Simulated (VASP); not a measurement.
# PtS2 in VASP: single point with PBEsol

Aim: the single point of PtS2 with PBEsol.

Everything below comes from runs of VASP 6.6.1. Logs are shortened: lines on timing, memory, paths and dates and some standing lists are left out, and cuts for length are marked.

## (1) The cell of the first run

The cell holds a slab with vacuum, 12 atoms: a = 3.571 Å, b = 5.957 Å, c = 23.212 Å, α = 90.00°, β = 90.00°, γ = 107.44°.

## (2) Single point, PBEsol

Input file INCAR:

```
ALGO     = Normal         # electronic algorithm
DIPOL    = 0.5 0.5 0.500
EDIFF    = 1E-7           # SCF threshold, eV
ENCUT    = 520            # plane-wave cutoff, eV
GGA      = PS             # functional
IDIPOL   = 3            
ISIF     = 2              # what is computed and relaxed
ISMEAR   = 0              # smearing method
LASPH    = T              # aspherical terms in the spheres
LCHARG   = T              # write CHGCAR
LDIPOL   = T            
LELF     = T              # ELF
LREAL    = F              # projectors in reciprocal space
LVACPOTAV= T            
LVHAR    = T            
LWAVE    = F              # write WAVECAR
NBANDS   = 56             # bands
NELM     = 100            # most SCF steps
PREC     = Accurate       # precision mode
SIGMA    = 0.05           # smearing width, eV
```

Input file KPOINTS:

```
k-points
0
Gamma
  10 6 1
```

Input file POSCAR:

```
PtS2
1.0
    3.5713268686      0.0000000000      0.0000000000
   -1.7856634343      5.6835056484      0.0000000000
    0.0000000000      0.0000000000     23.2119831312
S Pt
8 4
Direct
    0.9967721111      0.9935824056      0.3233341620
    0.7350862865      0.4702925582      0.3434334082
    0.3469928513      0.6941025176      0.4418397917
    0.0718453563      0.1437813085      0.4513821144
    0.6878204863      0.3755503964      0.5486178694
    0.4126724685      0.8252282102      0.5581596340
    0.0245789246      0.0490379143      0.6565662378
    0.7628943166      0.5257503600      0.6766667623
    0.3736026101      0.7471487771      0.3408510994
    0.7093725595      0.4188432240      0.4465890148
    0.0502929605      0.1004878320      0.5534107981
    0.3860631498      0.7721826583      0.6591491078
```

Potentials or basis: VASP PAW PBE potentials, release 64 (S, Pt).

Launch:

```console
$ cat potpaw_PBE.64/S/POTCAR potpaw_PBE.64/Pt/POTCAR > POTCAR
$ mpirun -np 1 vasp_std > vasp.out
```

OUTCAR:

```text
EDIFF = 1E-7
   ENCUT = 520
   GGA = PS
   ISIF = 2
   ISMEAR = 0
   LASPH = T
   LREAL = F
   NELM = 100
   PREC = Accurate

 ion  position               nearest neighbor table
   1  0.997  0.994  0.323-   9 2.31   9 2.31
   2  0.735  0.470  0.343-   9 2.38   9 2.38  10 2.41
   3  0.347  0.694  0.442-   9 2.36  10 2.38  10 2.38
   4  0.072  0.144  0.451-  10 2.38  10 2.38  11 2.38
   5  0.688  0.376  0.549-  11 2.38  11 2.38  10 2.38
   6  0.413  0.825  0.558-  12 2.36  11 2.38  11 2.38
   7  0.025  0.049  0.657-  12 2.38  12 2.38  11 2.41
   8  0.763  0.526  0.677-  12 2.31  12 2.31
   9  0.374  0.747  0.341-   1 2.31   1 2.31   3 2.36   2 2.38   2 2.38
  10  0.709  0.419  0.447-   4 2.38   4 2.38   3 2.38   3 2.38   5 2.38   2 2.41
  11  0.050  0.100  0.553-   5 2.38   5 2.38   6 2.38   6 2.38   4 2.38   7 2.41
  12  0.386  0.772  0.659-   8 2.31   8 2.31   6 2.36   7 2.38   7 2.38

  LATTYP: Found a base centered orthorhombic cell.
 ALAT       =     3.5713268686
 B/A-ratio  =     3.1828538006
 C/A-ratio  =     6.4995403628

  Lattice vectors:

 A1 = (   1.7856634343,  -5.6835056484,   0.0000000000)
 A2 = (   1.7856634343,   5.6835056484,   0.0000000000)
 A3 = (   0.0000000000,   0.0000000000,  23.2119831312)

Analysis of symmetry for initial positions (statically):
=====================================================================
 Subroutine PRICEL returns:
 Original cell was already a primitive cell.

 Routine SETGRP: Setting up the symmetry group for a
 base centered orthorhombic supercell.

 Subroutine GETGRP returns: Found  2 space group operations
 (whereof  1 operations were pure point group operations)
 out of a pool of  8 trial point group operations.

The static configuration has the point symmetry C_1 .
 The point group associated with its full space group is S_2 .

Analysis of symmetry for dynamics (positions and initial velocities):
=====================================================================
 Subroutine PRICEL returns:
 Original cell was already a primitive cell.

 Routine SETGRP: Setting up the symmetry group for a
 base centered orthorhombic supercell.

 Subroutine GETGRP returns: Found  2 space group operations
 (whereof  1 operations were pure point group operations)
 out of a pool of  8 trial point group operations.

The dynamic configuration has the point symmetry C_1 .
 The point group associated with its full space group is S_2 .

 Subroutine INISYM returns: Found  2 space group operations
 (whereof  1 operations are pure point group operations),
 and found     1 'primitive' translations

----------------------------------------------------------------------------------------

                                     Primitive cell

  volume of cell :     471.1489

  direct lattice vectors                    reciprocal lattice vectors
     3.571326869  0.000000000  0.000000000     0.280007974  0.087973872  0.000000000
    -1.785663434  5.683505648  0.000000000     0.000000000  0.175947745  0.000000000
     0.000000000  0.000000000 23.211983131     0.000000000  0.000000000  0.043081196

  length of vectors
     3.571326869  5.957418095 23.211983131     0.293502756  0.175947745  0.043081196

  position of ions in fractional coordinates (direct lattice)
     0.996772111  0.993582406  0.323334162
     0.735086286  0.470292558  0.343433408
     0.346992851  0.694102518  0.441839792
     0.071845356  0.143781309  0.451382114
     0.687820486  0.375550396  0.548617869
     0.412672468  0.825228210  0.558159634
     0.024578925  0.049037914  0.656566238
     0.762894317  0.525750360  0.676666762
     0.373602610  0.747148777  0.340851099
     0.709372559  0.418843224  0.446589015
     0.050292961  0.100487832  0.553410798
     0.386063150  0.772182658  0.659149108

  ion indices of the primitive-cell ions
   primitive index   ion index
[... 42 lines left out ...]
|                                                                             |
|     Your reciprocal lattice and k-lattice belong to different lattice       |
|     classes:                                                                |
|                                                                             |
|        The reciprocal lattice is base centered orthorhombic,                |
|        whereas your k-lattice is simple monoclinic.                         |
|                                                                             |
|     Results are often still useful ...                                      |
|                                                                             |
 -----------------------------------------------------------------------------

 WARNING: IBZKPT: internal override: KBLOWUP is changed to .FALSE.
      ... skipping the blow-up phase ...

 Subroutine IBZKPT returns following result:
 ===========================================

 Found     32 irreducible k-points:

 Following reciprocal coordinates:
            Coordinates               Weight
  0.000000  0.000000  0.000000      1.000000
  0.100000 -0.000000  0.000000      2.000000
  0.200000 -0.000000  0.000000      2.000000
  0.300000 -0.000000  0.000000      2.000000
  0.400000 -0.000000  0.000000      2.000000
  0.500000 -0.000000  0.000000      1.000000
[... 16 lines left out ...]
 -0.400000  0.333333  0.000000      2.000000
 -0.300000  0.333333  0.000000      2.000000
 [... further k-points ...]
   k-points           NKPTS =     32   k-points in BZ     NKDIM =     32   number of bands    NBANDS=     56
   number of dos      NEDOS =    301   number of ions     NIONS =     12
   total plane-waves  NPLWV = 241920
   dimension x,y,z NGX =    28 NGY =   48 NGZ =  180
   dimension x,y,z NGXF=    56 NGYF=   96 NGZF=  360
   ions per type =               8   4
   NGX,Y,Z   is equivalent  to a cutoff of  13.03, 13.39, 12.89 a.u.
   NGXF,Y,Z  is equivalent  to a cutoff of  26.07, 26.79, 25.78 a.u.
 SYSTEM =  unknown system
   PREC   = accura    normal or accurate (medium, high low for compatibility)
   ISTART =      0    job   : 0-new  1-cont  2-samecut
   ICHARG =      2    charge: 1-file 2-atom 10-const
   ISPIN  =      1    spin polarized calculation?
   LNONCOLLINEAR =      F non collinear calculations
   LSORBIT =      F    spin-orbit coupling
   LASPH  =      T    aspherical Exc in radial PAW
   ENCUT  =  520.0 eV  38.22 Ry    6.18 a.u.   6.64 11.08 43.16*2*pi/ulx,y,z
   NELM   =    100;   NELMIN=  2; NELMDL= -5     # of ELM steps
   EDIFF  = 0.1E-06   stopping-criterion for ELM
   LREAL  =      F    real-space projection
   EDIFFG = 0.1E-05   stopping-criterion for IOM
   NSW    =      0    number of steps for IOM
   IBRION =     -1    ionic relax: 0-MD 1-quasi-New 2-CG
   NFREE  =      0    steps in history (QN), initial steepest desc. (CG)
   ISIF   =      2    stress and relaxation
   ISYM   =      2    0-nonsym 1-usesym 2-fastsym
   POTIM  = 0.5000    time-step for ionic-motion
   TEBEG  =    0.0;   TEEND  =   0.0 temperature during run
   PSTRESS=    0.0 pullay stress
   NELECT =      88.0000    total number of electrons
   NUPDOWN=      -1.0000    fix difference up-down
   EMIN   =  10.00;   EMAX   =-10.00  energy-range for DOS
   EFERMI =   0.00;   METHOD = LEGACY
   ISMEAR =     0;   SIGMA  =   0.05  broadening in eV -4-tet -1-fermi 0-gaus
   EFERMI_NEDOS =   21; number of points for ismear=-14 and -15
   IALGO  =     38    algorithm
   IMIX   =      4    mixing-type and parameters
     AMIX     =   0.40;   BMIX     =  1.00
     AMIX_MAG =   1.60;   BMIX_MAG =  1.00
  volume/ion in A,a.u.               =      39.26       264.96
  Fermi-wavevector in a.u.,A,eV,Ry     =   0.935800  1.768405 11.914914  0.875722
  Thomas-Fermi vector in A             =   2.062744
   LORBIT       =      0    0 simple, 1 ext, 2 COOP (PROOUT), +10 PAW based schemes
   GGA     = PS    functional components
   LHFCALC =     F    Hartree Fock is set to
   AEXX    =    0.0000 exact exchange contribution
   IVDW    =     0    specifies the selected vdW correction
   LEPSILON=     F    determine dielectric tensor
   LRPA    =     F    only Hartree local field effects (RPA)
 non-spin polarized calculation
 Gauss-broadening in eV      SIGMA  =   0.05
  energy-cutoff  :      520.00
  volume of cell :      471.15
 maximum number of plane-waves:     12749
   NGX = 13   NGY = 23   NGZ = 87

 dipolmoment           0.000000      0.000000     -0.000000 electrons x Angstroem

 number of electron      88.0000001 magnetization

 dipolmoment           0.000000      0.000000      0.000001 electrons x Angstroem

 Free energy of the ion-electron system (eV)
  ---------------------------------------------------
  ext. energy  EPLUGINS =         0.00000000
  ---------------------------------------------------
  free energy    TOTEN  =       -65.54660511 eV

  energy without entropy =      -65.53910667  energy(sigma->0) =      -65.54285589

 E-fermi :   0.0267     XC(G=0):  -5.5151

 val. band max:        0.0241766312   @ k =  -0.1000   0.1667   0.0000
 cond. band min:       0.0642800178   @ k =   0.1000   0.1667   0.0000
 fundamental gap:      0.0401033866
 Fermi energy:         0.0266921653

 k-point     1 :       0.0000    0.0000    0.0000
  band No.  band energies     occupation
      1     -15.5380      2.00000
      2     -14.6799      2.00000
      3     -13.8454      2.00000
      4     -13.6236      2.00000
      5     -13.2638      2.00000
      6     -12.7419      2.00000
[... 1405 lines left out ...]
     55       5.9577      0.00000
     56       6.0769      0.00000

 [... further k-points ...]
[... 5 lines left out ...]
  --------------------------------------------------------------------------------------
  -------------------------------------------------------------------------------------
  Total       -3.2451648     -1.1255876     -0.2174137     -0.0070807      0.1212721     -0.0008248
  in kB      -11.0354284     -3.8276459     -0.7393317     -0.0240784      0.4123950     -0.0028046
  external PRESSURE =      -5.2008020 kB  Pullay stress =       0.0000000 kB

 VOLUME and BASIS-vectors are now :
 -----------------------------------------------------------------------------
  energy-cutoff  :      520.00
  volume of cell :      471.15
      direct lattice vectors                 reciprocal lattice vectors
     3.571326869  0.000000000  0.000000000     0.280007974  0.087973872  0.000000000
    -1.785663434  5.683505648  0.000000000     0.000000000  0.175947745  0.000000000
     0.000000000  0.000000000 23.211983131     0.000000000  0.000000000  0.043081196

 POSITION                                       TOTAL-FORCE (eV/Angst)
 -----------------------------------------------------------------------------------
      1.78560      5.64703      7.50523        -0.000185     -0.023006      0.001418
      1.78545      2.67291      7.97177         0.000206      0.015085      0.012971
     -0.00021      3.94494     10.25598        -0.000144     -0.027174     -0.009867
     -0.00016      0.81718     10.47747         0.000002      0.019596      0.008386
      1.78583      2.13444     12.73451        -0.000002     -0.019596     -0.008386
      0.00021      4.69019     12.95599         0.000144      0.027174      0.009867
      0.00021      0.27871     15.24020        -0.000206     -0.015085     -0.012971
      1.78573      2.98811     15.70678         0.000185      0.023006     -0.001418
      0.00010      4.24642      7.91183         0.000198     -0.003597      0.001932
      1.78549      2.38050     10.36622        -0.000006      0.005264     -0.002626
      0.00018      0.57112     12.84576         0.000006     -0.005264      0.002626
     -0.00010      4.38870     15.30016        -0.000198      0.003597     -0.001932
 -----------------------------------------------------------------------------------
    total drift:                               -0.000031     -0.005044     -0.001664

  FREE ENERGIE OF THE ION-ELECTRON SYSTEM (eV)
  ---------------------------------------------------
  free  energy   TOTEN  =       -65.5466051112 eV

  energy  without entropy=      -65.5391066678  energy(sigma->0) =      -65.54285589

 vacuum level on the upper side and lower side of the slab         5.716         5.716
```

Run time: 19 min. Hardware: 1 thread of Intel Xeon 6975P-C (Granite Rapids), shared host; peak memory 0.92 GiB.

What came out:

```yaml
Free_energy: -65.5466 eV
Largest_force: 0.029 eV/Å
Band_gap_on_the_k_mesh: zero (bands 44 and 45 overlap by 0.42 eV)
```

Forces in eV/Å, atoms in the order of the input:
```
S    0.000 -0.023  0.001
S    0.000  0.015  0.013
S    0.000 -0.027 -0.010
S    0.000  0.020  0.008
S    0.000 -0.020 -0.008
S    0.000  0.027  0.010
S    0.000 -0.015 -0.013
S    0.000  0.023 -0.001
Pt   0.000 -0.004  0.002
Pt   0.000  0.005 -0.003
Pt   0.000 -0.005  0.003
Pt   0.000  0.004 -0.002
```

Levels at points of the mesh, in eV from the Fermi level:
```
           k point  band 40  band 41  band 42  band 43  band 44  band 45  band 46  band 47  band 48  band 49
(0.00, 0.00, 0.00)    -0.90    -0.62    -0.19     0.11     0.25     0.44     1.19     1.21     1.24     1.38
(0.50, 0.00, 0.00)    -1.96    -1.94    -1.48    -0.43    -0.30     0.04     0.73     0.98     1.16     2.03
(0.00, 0.50, 0.00)    -1.47    -1.28    -1.25    -0.67    -0.09     0.23     1.59     1.76     1.83     2.29
(0.50, 0.50, 0.00)    -1.96    -1.94    -1.48    -0.43    -0.30     0.04     0.73     0.98     1.16     2.03
```

Caveat: the PAW data sets were made with another functional, which shifts forces and pressure a little; spin-orbit coupling is left out, which moves the levels of the heavy elements.

The gap in the log of VASP goes by the Fermi energy; the results here count the filled bands.